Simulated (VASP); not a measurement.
# MnO (Fm-3m) in VASP: further runs

The runs below take MnO through single point, with PBEsol+U.

Everything below comes from runs of VASP 6.6.1. Logs are shortened: lines on timing, memory, paths and dates and some standing lists are left out, and cuts for length are marked.

### 1 The cell of the first run

Symmetry: Fm-3m, No. 225, cubic system. Conventional cell: a = 4.444 Å, b = 4.444 Å, c = 4.444 Å, α = 90.00°, β = 90.00°, γ = 90.00°. Within 2.9 Å of Mn (site symmetry m-3m) lie 6 O at 2.22 Å. Within 2.9 Å of O (site symmetry m-3m) lie 6 Mn at 2.22 Å.

### 2 Single point, PBEsol+U, collinear spin, ferromagnetic start

The input, POSCAR:

```
MnO
1.0
    0.0000000000      2.2220003300      2.2220003300
    2.2220003300      0.0000000000      2.2220003300
    2.2220003300      2.2220003300      0.0000000000
Mn O
1 1
Direct
    0.0000000000      0.0000000000      0.0000000000
    0.5000000000      0.5000000000      0.5000000000
```

The input, INCAR.step1:

```
PREC     = Accurate       # precision mode
ENCUT    = 520            # plane-wave cutoff, eV
EDIFF    = 1E-6           # SCF threshold, eV
ISMEAR   = -1             # smearing method
SIGMA    = 0.05           # smearing width, eV
LREAL    = F              # projectors in reciprocal space
LASPH    = T              # aspherical terms in the spheres
NELM     = 150            # most SCF steps
ALGO     = Normal         # electronic algorithm
ISIF     = 2              # what is computed and relaxed
LWAVE    = F              # write WAVECAR
LCHARG   = T              # write CHGCAR
ISPIN    = 2              # spin polarisation
MAGMOM   = 5 0            # initial moments
LMAXMIX  = 4              # l up to which the mixer works
LDAU     = T              # DFT+U
LDAUTYPE = 2            
LDAUL    = 2 -1           # shell
LDAUU    = 2 0            # U, eV
LDAUJ    = 0 0          
LDAUPRINT= 1            
GGA      = PS             # functional
NBANDS   = 20             # bands
```

The input, KPOINTS.step1:

```
regular mesh
0
Gamma
  10 10 10
```

The input, INCAR.step2:

```
PREC     = Accurate       # precision mode
ENCUT    = 520            # plane-wave cutoff, eV
EDIFF    = 1E-6           # SCF threshold, eV
ISMEAR   = -5             # smearing method
SIGMA    = 0.05           # smearing width, eV
LREAL    = F              # projectors in reciprocal space
LASPH    = T              # aspherical terms in the spheres
NELM     = 150            # most SCF steps
ALGO     = Normal         # electronic algorithm
ISIF     = 2              # what is computed and relaxed
LWAVE    = F              # write WAVECAR
LCHARG   = F              # write CHGCAR
ISPIN    = 2              # spin polarisation
MAGMOM   = 5 0            # initial moments
LORBIT   = 10             # projections on sites
LMAXMIX  = 4              # l up to which the mixer works
LDAU     = T              # DFT+U
LDAUTYPE = 2            
LDAUL    = 2 -1           # shell
LDAUU    = 2 0            # U, eV
LDAUJ    = 0 0          
LDAUPRINT= 1            
GGA      = PS             # functional
NBANDS   = 20             # bands
NEDOS    = 2001           # points of the DOS
ICHARG   = 11             # starting density
```

The input, KPOINTS.step2:

```
regular mesh
0
Gamma
  15 15 15
```

Potentials or basis: VASP PAW PBE potentials, release 64 (Mn_pv, O).

The run is started by

```
> cat potpaw_PBE.64/Mn_pv/POTCAR potpaw_PBE.64/O/POTCAR > POTCAR
> cp INCAR.step1 INCAR
> cp KPOINTS.step1 KPOINTS
> mpirun -np 1 vasp_std > vasp.out
> cp INCAR.step2 INCAR
> cp KPOINTS.step2 KPOINTS
> mpirun -np 1 vasp_std > vasp.out
```

OUTCAR:

```text
PREC = Accurate
   ENCUT = 520
   EDIFF = 1E-6
   ISMEAR = -5
   LREAL = F
   LASPH = T
   NELM = 150
   ISIF = 2
   ISPIN = 2
   LORBIT = 10
   GGA = PS
   ICHARG = 11

 ion  position               nearest neighbor table
   1  0.000  0.000  0.000-   2 2.22   2 2.22   2 2.22   2 2.22   2 2.22   2 2.22
   2  0.500  0.500  0.500-   1 2.22   1 2.22   1 2.22   1 2.22   1 2.22   1 2.22

  LATTYP: Found a face centered cubic cell.
 ALAT       =     4.4440006600

  Lattice vectors:

 A1 = (   0.0000000000,   2.2220003300,   2.2220003300)
 A2 = (   2.2220003300,   0.0000000000,   2.2220003300)
 A3 = (   2.2220003300,   2.2220003300,   0.0000000000)

Analysis of symmetry for initial positions (statically):
=====================================================================
 Subroutine PRICEL returns:
 Original cell was already a primitive cell.

 Routine SETGRP: Setting up the symmetry group for a
 face centered cubic supercell.

 Subroutine GETGRP returns: Found 48 space group operations
 (whereof 48 operations were pure point group operations)
 out of a pool of 48 trial point group operations.

The static configuration has the point symmetry O_h .

Analysis of symmetry for dynamics (positions and initial velocities):
=====================================================================
 Subroutine PRICEL returns:
 Original cell was already a primitive cell.

 Routine SETGRP: Setting up the symmetry group for a
 face centered cubic supercell.

 Subroutine GETGRP returns: Found 48 space group operations
 (whereof 48 operations were pure point group operations)
 out of a pool of 48 trial point group operations.

The dynamic configuration has the point symmetry O_h .

Analysis of structural, dynamic, and magnetic symmetry:
=====================================================================
 Subroutine PRICEL returns:
 Original cell was already a primitive cell.
[... 174 lines left out ...]
  o =  0.0237  v =  0.0000  0.0000  0.0000  0.0000  0.0000  0.0000 -0.0634  0.0000 -0.9980  0.0000      0.0000  0.0000  0.0000  0.0000  0.0000  0.0000  0.0000  0.0000  0.0000  0.0000
  o =  0.0237  v =  0.0000  0.0000  0.0000  0.0000  0.0000 -1.0000  0.0000 -0.0000 -0.0000  0.0000      0.0000  0.0000  0.0000  0.0000  0.0000  0.0000  0.0000  0.0000  0.0000  0.0000
  o =  0.0853  v =  0.0000  0.0000  0.0000  0.0000  0.0000 -0.0000 -0.0000  0.0000 -0.0000 -1.0000      0.0000  0.0000  0.0000  0.0000  0.0000  0.0000  0.0000  0.0000  0.0000  0.0000
  o =  0.0853  v =  0.0000  0.0000  0.0000  0.0000  0.0000  0.0000  0.0000 -1.0000  0.0000 -0.0000      0.0000  0.0000  0.0000  0.0000  0.0000  0.0000  0.0000  0.0000  0.0000  0.0000
  o =  0.9328  v =  0.0000  0.2920  0.0000  0.9564 -0.0000  0.0000  0.0000  0.0000  0.0000  0.0000      0.0000  0.0000  0.0000  0.0000  0.0000  0.0000  0.0000  0.0000  0.0000  0.0000
  o =  0.9328  v =  0.0000 -0.9564  0.0000  0.2920  0.0000  0.0000  0.0000  0.0000  0.0000  0.0000      0.0000  0.0000  0.0000  0.0000  0.0000  0.0000  0.0000  0.0000  0.0000  0.0000
  o =  0.9328  v =  1.0000  0.0000  0.0000  0.0000  0.0000  0.0000  0.0000  0.0000  0.0000  0.0000      0.0000  0.0000  0.0000  0.0000  0.0000  0.0000  0.0000  0.0000  0.0000  0.0000
  o =  0.9697  v =  0.0000  0.0000 -0.0000  0.0000  1.0000  0.0000  0.0000  0.0000  0.0000  0.0000      0.0000  0.0000  0.0000  0.0000  0.0000  0.0000  0.0000  0.0000  0.0000  0.0000
  o =  0.9697  v =  0.0000 -0.0000 -1.0000  0.0000 -0.0000  0.0000  0.0000  0.0000  0.0000  0.0000      0.0000  0.0000  0.0000  0.0000  0.0000  0.0000  0.0000  0.0000  0.0000  0.0000

 number of electron      18.9999992 magnetization       4.9968855

 Free energy of the ion-electron system (eV)
  ---------------------------------------------------
  ext. energy  EPLUGINS =         0.00000000
  ---------------------------------------------------
  free energy    TOTEN  =       -16.66301264 eV

  energy without entropy =      -16.66301264  energy(sigma->0) =      -16.66301264

 E-fermi :   7.1732     XC(G=0): -12.0656

 val. band max:        7.1810441042   @ k =   0.4667   0.0000   0.0000
 cond. band min:       7.2126475842   @ k =   0.0667   0.0000   0.0000
 fundamental gap:      0.0316034800
 Fermi energy:         7.1732170728

 spin component 1

 k-point     1 :       0.0000    0.0000    0.0000
  band No.  band energies     occupation
      1     -42.7915      1.00000
      2     -42.7915      1.00000
      3     -42.7915      1.00000
      4     -12.6364      1.00000
      5       3.3857      1.00000
      6       3.3857      1.00000
[... 1097 lines left out ...]
     19      31.4446      0.00000
     20      32.8214      0.00000

 [... further k-points ...]

------------------------ aborting loop because EDIFF is reached ----------------------------------------

  FORCE on cell =-STRESS in cart. coord.  units (eV):
  Direction    XX          YY          ZZ          XY          YZ          ZX
  --------------------------------------------------------------------------------------
  -------------------------------------------------------------------------------------
  Total        0.0539566      0.0539566      0.0539566      0.0000000      0.0000000      0.0000000
  in kB        3.9399693      3.9399693      3.9399693      0.0000000      0.0000000      0.0000000
  external PRESSURE =       3.9399693 kB  Pullay stress =       0.0000000 kB

 VOLUME and BASIS-vectors are now :
 -----------------------------------------------------------------------------
  energy-cutoff  :      520.00
  volume of cell :       21.94
      direct lattice vectors                 reciprocal lattice vectors
     0.000000000  2.222000330  2.222000330    -0.225022469  0.225022469  0.225022469
     2.222000330  0.000000000  2.222000330     0.225022469 -0.225022469  0.225022469
     2.222000330  2.222000330  0.000000000     0.225022469  0.225022469 -0.225022469

 POSITION                                       TOTAL-FORCE (eV/Angst)
 -----------------------------------------------------------------------------------
      0.00000      0.00000      0.00000        -0.000000     -0.000000      0.000000
      2.22200      2.22200      2.22200         0.000000      0.000000     -0.000000
 -----------------------------------------------------------------------------------
    total drift:                                0.000000     -0.000000     -0.000000

  FREE ENERGIE OF THE ION-ELECTRON SYSTEM (eV)
  ---------------------------------------------------
  free  energy   TOTEN  =       -16.6630126401 eV

  energy  without entropy=      -16.6630126401  energy(sigma->0) =      -16.66301264

 total charge

# of ion       s       p       d       tot
------------------------------------------
    1        0.210   6.186   4.959  11.355
    2        1.552   3.423   0.000   4.975
--------------------------------------------------
tot          1.762   9.609   4.959  16.330

 magnetization (x)

# of ion       s       p       d       tot
------------------------------------------
    1        0.033   0.027   4.491   4.551
    2        0.027   0.167   0.000   0.193
--------------------------------------------------
tot          0.059   0.194   4.491   4.744
```

OUTCAR.step1:

```text
PREC = Accurate
   ENCUT = 520
   EDIFF = 1E-6
   ISMEAR = -1
   LREAL = F
[... 1383 lines left out ...]
      0.00000      0.00000      0.00000        -0.000000     -0.000000     -0.000000
      2.22200      2.22200      2.22200         0.000000      0.000000      0.000000
 -----------------------------------------------------------------------------------
    total drift:                                0.000000     -0.000000     -0.000000

  FREE ENERGIE OF THE ION-ELECTRON SYSTEM (eV)
  ---------------------------------------------------
  free  energy   TOTEN  =       -16.6635738803 eV

  energy  without entropy=      -16.6628475605  energy(sigma->0) =      -16.66321072
```

OSZICAR.step1:

```text
N       E                     dE             d eps       ncg     rms          rms(c)
DAV:   1     0.170198165478E+03    0.17020E+03   -0.10678E+04  3784   0.116E+03
DAV:   2    -0.975405005007E+01   -0.17995E+03   -0.16676E+03  3896   0.328E+02
DAV:   3    -0.181659218191E+02   -0.84119E+01   -0.83476E+01  4248   0.763E+01
DAV:   4    -0.182282483240E+02   -0.62327E-01   -0.62313E-01  4324   0.676E+00
DAV:   5    -0.182287819247E+02   -0.53360E-03   -0.53359E-03  4212   0.625E-01    0.139E+01
DAV:   6    -0.165491410784E+02    0.16796E+01   -0.80319E+00  5196   0.314E+01    0.133E+01
DAV:   7    -0.166678187287E+02   -0.11868E+00   -0.78870E-01  4140   0.108E+01    0.808E+00
DAV:   8    -0.166604317606E+02    0.73870E-02   -0.11516E-01  4088   0.284E+00    0.444E+00
DAV:   9    -0.166629756286E+02   -0.25439E-02   -0.14502E-02  4124   0.135E+00    0.494E-01
DAV:  10    -0.166634768455E+02   -0.50122E-03   -0.19818E-03  4468   0.454E-01    0.792E-02
DAV:  11    -0.166635449484E+02   -0.68103E-04   -0.13694E-04  4200   0.999E-02    0.462E-02
DAV:  12    -0.166635748738E+02   -0.29925E-04   -0.22647E-05  4208   0.425E-02    0.268E-02
DAV:  13    -0.166635738803E+02    0.99346E-06   -0.21937E-06  3896   0.137E-02
   1 F= -.16663574E+02 E0= -.16663211E+02  d E =-.726320E-03  mag=     4.9969
```

It took 95 s on 1 thread of Intel Xeon 8259CL, shared host; peak memory 0.2 GiB.

Results:

| Property | Result |
| --- | --- |
| Net moment | 5.00 μB per cell |
| Site moments | Mn +4.55; O +0.19 μB |
| Valence electrons inside the program's atomic spheres | Mn 11.36; O 4.97 |

Eigenvalues of the final occupation matrices:
| site | spin | trace | eigenvalues |
| --- | --- | --- | --- |
| site 1 d | 1 | 4.74 | 0.93 0.93 0.93 0.97 0.97 |
| site 1 d | 2 | 0.24 | 0.02 0.02 0.02 0.09 0.09 |

Caveat: the PAW data sets were made with another functional, which shifts forces and pressure a little; a cell with one magnetic atom can't hold antiferromagnetic order, which such compounds often take.

### 3 Single point, PBEsol+U, collinear spin, ferromagnetic start

POSCAR is that of step 2.

The input, INCAR.step1:

```
SYSTEM = MnO
ALGO = Normal
EDIFF = 1E-6
ENCUT = 520
GGA = PS
ISIF = 2
ISMEAR = -1
ISPIN = 2
LASPH = .True.
LCHARG = .True.
LDAU = .True.
LDAUJ = 0 0
LDAUL = 2 -1
LDAUPRINT = 1
LDAUTYPE = 2
LDAUU = 4 0
LMAXMIX = 4
LREAL = .False.
LWAVE = .False.
MAGMOM = 5 0
NBANDS = 20
NELM = 150
PREC = Accurate
SIGMA = 0.05
```

The input, KPOINTS.step1:

```
k-points
0
Gamma
  10 10 10
  0 0 0
```

The input, INCAR.step2:

```
SYSTEM = MnO
ALGO = Normal
EDIFF = 1E-6
ENCUT = 520
GGA = PS
ICHARG = 11
ISIF = 2
ISMEAR = -5
ISPIN = 2
LASPH = .True.
LCHARG = .False.
LDAU = .True.
LDAUJ = 0 0
LDAUL = 2 -1
LDAUPRINT = 1
LDAUTYPE = 2
LDAUU = 4 0
LMAXMIX = 4
LORBIT = 10
LREAL = .False.
LWAVE = .False.
MAGMOM = 5 0
NEDOS = 2001
NELM = 150
PREC = Accurate
SIGMA = 0.05
```

The input, KPOINTS.step2:

```
k-points
0
Gamma
  15 15 15
  0 0 0
```

Potentials or basis: VASP PAW PBE potentials, release 64 (Mn_pv, O).

The run is started by

```
> cat potpaw_PBE.64/Mn_pv/POTCAR potpaw_PBE.64/O/POTCAR > POTCAR
> cp INCAR.step1 INCAR
> cp KPOINTS.step1 KPOINTS
> mpirun -np 1 vasp_std > vasp.out
> cp INCAR.step2 INCAR
> cp KPOINTS.step2 KPOINTS
> mpirun -np 1 vasp_std > vasp.out
```

OUTCAR:

```text
SYSTEM = MnO
   EDIFF = 1E-6
   ENCUT = 520
   GGA = PS
   ICHARG = 11
   ISIF = 2
   ISMEAR = -5
   ISPIN = 2
   LASPH = .True.
   LORBIT = 10
   LREAL = .False.
   NELM = 150
   PREC = Accurate

 ion  position               nearest neighbor table
   1  0.000  0.000  0.000-   2 2.22   2 2.22   2 2.22   2 2.22   2 2.22   2 2.22
   2  0.500  0.500  0.500-   1 2.22   1 2.22   1 2.22   1 2.22   1 2.22   1 2.22

  LATTYP: Found a face centered cubic cell.
 ALAT       =     4.4440006600

  Lattice vectors:

 A1 = (   0.0000000000,   2.2220003300,   2.2220003300)
 A2 = (   2.2220003300,   0.0000000000,   2.2220003300)
 A3 = (   2.2220003300,   2.2220003300,   0.0000000000)
[... 1163 lines left out ...]

 VOLUME and BASIS-vectors are now :
 -----------------------------------------------------------------------------
  energy-cutoff  :      520.00
  volume of cell :       21.94
      direct lattice vectors                 reciprocal lattice vectors
     0.000000000  2.222000330  2.222000330    -0.225022469  0.225022469  0.225022469
     2.222000330  0.000000000  2.222000330     0.225022469 -0.225022469  0.225022469
     2.222000330  2.222000330  0.000000000     0.225022469  0.225022469 -0.225022469

 POSITION                                       TOTAL-FORCE (eV/Angst)
 -----------------------------------------------------------------------------------
      0.00000      0.00000      0.00000         0.000000     -0.000000      0.000000
      2.22200      2.22200      2.22200        -0.000000      0.000000      0.000000
 -----------------------------------------------------------------------------------
    total drift:                                0.000000     -0.000000     -0.000000

  FREE ENERGIE OF THE ION-ELECTRON SYSTEM (eV)
  ---------------------------------------------------
  free  energy   TOTEN  =       -16.2250598166 eV

  energy  without entropy=      -16.2250598166  energy(sigma->0) =      -16.22505982

 total charge

# of ion       s       p       d       tot
------------------------------------------
    1        0.211   6.188   4.957  11.357
    2        1.550   3.434   0.000   4.985
--------------------------------------------------
tot          1.762   9.623   4.957  16.342

 magnetization (x)

# of ion       s       p       d       tot
------------------------------------------
    1        0.032   0.027   4.557   4.616
    2        0.023   0.128   0.000   0.151
--------------------------------------------------
tot          0.055   0.155   4.557   4.767
```

It took 92 s on 1 thread of Intel Xeon 8259CL, shared host; peak memory 0.19 GiB.

What came out:

| Quantity | Value |
| --- | --- |
| Net moment | 5.00 μB per cell |
| Site moments | Mn +4.62; O +0.15 μB |
| Valence electrons inside the program's atomic spheres | Mn 11.36; O 4.99 |

Eigenvalues of the final occupation matrices:
```csv
site,spin,trace,eigenvalues
site 1 d,1,4.77,0.94 0.94 0.94 0.98 0.98
site 1 d,2,0.20,0.02 0.02 0.02 0.07 0.07
```

Caveat: the PAW data sets were made with another functional, which shifts forces and pressure a little; a cell with one magnetic atom can't hold antiferromagnetic order, which such compounds often take.

(Continued in part 2 of 2.)
